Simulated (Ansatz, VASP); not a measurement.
# One calculation of In, two programs

Contents of INCAR:

```
PREC = Accurate
ENCUT = 520
EDIFF = 1E-6
ISMEAR = 0
SIGMA = 0.15
LREAL = False
LASPH = True
NELM = 60
ALGO = Fast
ISIF = 2
LWAVE = False
LCHARG = False
GGA = PE
NBANDS = 12
```

Contents of KPOINTS:

```
regular mesh
0
Gamma
  22 22 22
```

POSCAR

```
In
1.0
   -1.7166732042      1.7166732042      2.2199176722
    1.7166732042     -1.7166732042      2.2199176722
    1.7166732042      1.7166732042     -2.2199176722
In
1
Direct
    0.0000000000      0.0000000000      0.0000000000
```

Input for Ansatz:

```yaml
crystal:
  lattice:
    - [-1.7166732042, 1.7166732042, 2.2199176722]
    - [1.7166732042, -1.7166732042, 2.2199176722]
    - [1.7166732042, 1.7166732042, -2.2199176722]
  atoms:
    - { symbol: In, position: [0.0, 0.0, 0.0] }
basis:
  ecutwfc: 420
kpoints:
  mp_grid: { grid: [22, 22, 22] }
hamiltonian:
  xc: pbe
scf:
  occupations: { method: gaussian, width: 0.15 }
output:
  forces: true
  stress: true
  eigenvalues: true
```

Alike in both runs: task single point; functional PBE; k mesh 22 × 22 × 22; occupations gaussian, width 0.15 eV; no spin polarisation.

|  | VASP | Ansatz |
| --- | --- | --- |
| version | VASP 6.6.1 | Ansatz 0.2.0 |
| potentials or method | VASP PAW PBE potentials, release 64 (In_d), cutoff 520 eV | scalar-relativistic, plane waves, PAW |
| valence electrons in the cell | 13 | 13 |

|  | VASP | Ansatz | Ansatz less VASP |
| --- | --- | --- | --- |
| gap on the k mesh at the Fermi level (eV) | none | none | - |
| pressure (GPa) | 1.8 | 2.0 | +0.12 |
| traceless stress, the component that is largest in VASP (GPa) | 0.25 | 0.25 | -0.001 |

A gap of «none» marks a metal or a gap that the smearing closes.
